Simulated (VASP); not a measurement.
Runs of VASP 6.6.1 on KCl. The structure is that of space group F-43m (No. 216), or close to it. The cells are those of the table. 

```csv
level,cell,k mesh,cutoff (eV),smearing,grid for exact exchange (PRECFOCK),share of exact exchange,screening parameter,gap on the mesh (eV),pressure (GPa)
PBE,"a = 4.932, b = 4.932, c = 4.960 Å, angles 59.8, 59.8, 60.4°, 2 atoms",6 × 6 × 6,500,fermi-dirac 0.02 eV,-,-,-,4.79,0.4
PBE,"a = 4.945 Å, angles 60.0°, 2 atoms",6 × 6 × 6,500,fermi-dirac 0.02 eV,-,-,-,4.79,0.4
HSE06,"a = 4.960, b = 5.044, c = 5.044 Å, angles 58.9, 60.5, 60.5°, 2 atoms",4 × 4 × 4,520,gaussian 0.01 eV,Normal,0.25,0.2079 1/Å,5.93,-0.2
HSE06,"a = 4.932, b = 4.932, c = 4.960 Å, angles 59.8, 59.8, 60.4°, 2 atoms",4 × 4 × 4,520,gaussian 0.01 eV,Normal,0.25,0.2079 1/Å,(a),(c)
r2SCAN,"a = 4.932, b = 4.932, c = 4.960 Å, angles 59.8, 59.8, 60.4°, 2 atoms",6 × 6 × 6,520,gaussian 0.01 eV,-,-,-,5.37,(b)
PBE,"a = 4.960, b = 5.044, c = 5.044 Å, angles 58.9, 60.5, 60.5°, 2 atoms",6 × 6 × 6,520,fermi-dirac 0.02 eV,-,-,-,4.69,-0.1
```

Alike in all rows: task single point; potentials or basis VASP PAW PBE potentials, release 64 (K_sv, Cl); no spin polarisation.

Q: Estimate the missing entries.

A: (a) 6.04; (b) 0.1; (c) 0.3.

Caveats: the PAW data sets were made with another functional, which shifts forces and pressure a little (at least some runs).

A k mesh can miss the band edges.
